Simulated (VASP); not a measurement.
Here is a VASP 6.6.1 calculation.

INCAR

```
SYSTEM = TaN
PREC     = Accurate       ! precision mode
ENCUT    = 520            ! plane-wave cutoff, eV
EDIFF    = 1E-8           ! SCF threshold, eV
ISMEAR   = -1             ! smearing method
SIGMA    = 0.02           ! smearing width, eV
LREAL    = .False.        ! projectors in reciprocal space
LASPH    = .True.         ! aspherical terms in the spheres
NELM     = 80             ! most SCF steps
ALGO     = Normal         ! electronic algorithm
ISIF     = 2              ! what is computed and relaxed
LWAVE    = .False.        ! write WAVECAR
LCHARG   = .False.        ! write CHGCAR
GGA      = CA             ! functional
LEFG     = .True.       
NBANDS   = 15             ! bands
```

Contents of KPOINTS:

```
Automatic mesh
0
Gamma
  12 12 10
  0 0 0
```

Contents of POSCAR:

```
TaN
1.0
    2.8982913036      0.0000000000      0.0000000000
   -1.4491456518      2.5099938965      0.0000000000
    0.0000000000      0.0000000000      2.8440357641
Ta N
1 1
Direct
    0.3333333333      0.6666666667      0.5000000000
    0.0000000000      0.0000000000      0.0000000000
```

Potentials or basis: VASP PAW LDA potentials, release 64 (Ta_pv, N).

Launch:

```bash
$ cat potpaw_LDA.64/Ta_pv/POTCAR potpaw_LDA.64/N/POTCAR > POTCAR
$ mpirun -np 1 vasp_std > vasp.out
```

Task: What does it give for the band gap on the k mesh?

Result: Zero (band 8 reaches 8.94 eV, above the bottom of band 9 at 8.42 eV).

Task: Predict the pressure.

Result: 5.3 GPa.

Electric field gradients, principal values (V/Å²):
```tsv
atom	least	middle	greatest (by size)
1 Ta	-6.070	-6.070	12.140
2 N	0.317	0.318	-0.635
```

Caveat: without QUAD_EFG the Cq values of the log hold for a quadrupole moment of 1 mb, not for the nuclei; spin-orbit coupling is left out, which moves the levels of the heavy elements.
